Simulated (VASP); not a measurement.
## Fe2Ge: single point with PBEsol

Crystal: Fe2Ge.

```xyz
6
Lattice="4.0573 0.0000 0.0000 -2.0287 3.5137 0.0000 0.0000 0.0000 4.9149" Properties=species:S:1:pos:R:3 pbc="T T T"
Fe    0.0000    0.0000    0.0000
Fe    0.0000    0.0000    2.4574
Fe    2.0287    1.1712    3.6862
Fe    0.0000    2.3425    1.2287
Ge    2.0287    1.1712    1.2287
Ge    0.0000    2.3425    3.6862
```

* Program: VASP 6.6.1
* Task: single point
* Functional: PBEsol
* Potentials or basis: VASP PAW PBE potentials, release 64 (Fe, Ge_d)
* Cutoff: 600 eV
* k mesh: 6 × 6 × 4
* Occupations: gaussian, width 0.1 eV
* Spin: collinear spin, ferromagnetic start
* Starting moments: [2.7, 2.7, 1.78, 1.78, 0.0, 0.0] μB
* Dipole correction: no
* Further INCAR settings: ALGO = Normal; EDIFF = 1e-06; NBANDS = 43

* Pressure: 0.1 GPa
* Net moment: 6.99 μB per cell
* Site moments: Fe +2.25, +1.31 (each value once); Ge -0.07 μB
* Valence electrons inside the program's atomic spheres: Fe 7.24, 7.51 (each value once); Ge 12.58

Levels at points of the mesh, in eV from the Fermi level:
Spin up:
| k point | band 30 | band 31 | band 32 | band 33 | band 34 | band 35 | band 36 | band 37 | band 38 | band 39 |
| --- | --- | --- | --- | --- | --- | --- | --- | --- | --- | --- |
| (0.00, 0.00, 0.00) | -0.57 | -0.57 | -0.36 | 0.23 | 2.39 | 2.89 | 2.89 | 2.99 | 3.22 | 3.22 |
| (0.50, 0.00, 0.00) | -1.28 | -1.24 | -0.85 | -0.50 | -0.49 | -0.40 | 1.22 | 1.99 | 3.60 | 3.81 |
| (0.00, 0.00, 0.50) | -0.88 | -0.88 | -0.88 | 1.70 | 1.70 | 3.51 | 3.51 | 3.51 | 3.51 | 4.91 |
| (0.50, 0.00, 0.50) | -1.60 | -1.34 | -1.34 | -0.54 | -0.54 | 1.23 | 1.23 | 2.89 | 2.89 | 6.96 |
Spin down:
```
           k point  band 22  band 23  band 24  band 25  band 26  band 27  band 28  band 29  band 30  band 31
(0.00, 0.00, 0.00)    -2.26    -0.31    -0.31    -0.20     0.52     0.57     0.57     0.76     0.76     1.25
(0.50, 0.00, 0.00)    -1.56    -1.01    -0.88    -0.81    -0.81    -0.22     0.11     0.38     0.54     0.60
(0.00, 0.00, 0.50)    -2.02    -0.52    -0.52     0.43     0.43     0.43     0.43     0.67     0.67     0.67
(0.50, 0.00, 0.50)    -1.72    -1.02    -1.02    -0.50    -0.50     0.05     0.05     0.06     0.06     0.63
```

It took 3.3 min on 1 thread of Oxide Virtual Turin-like Processor (shared host), peak memory 0.26 GiB.

Caveat: the PAW data sets were made with another functional, which shifts forces and pressure a little.
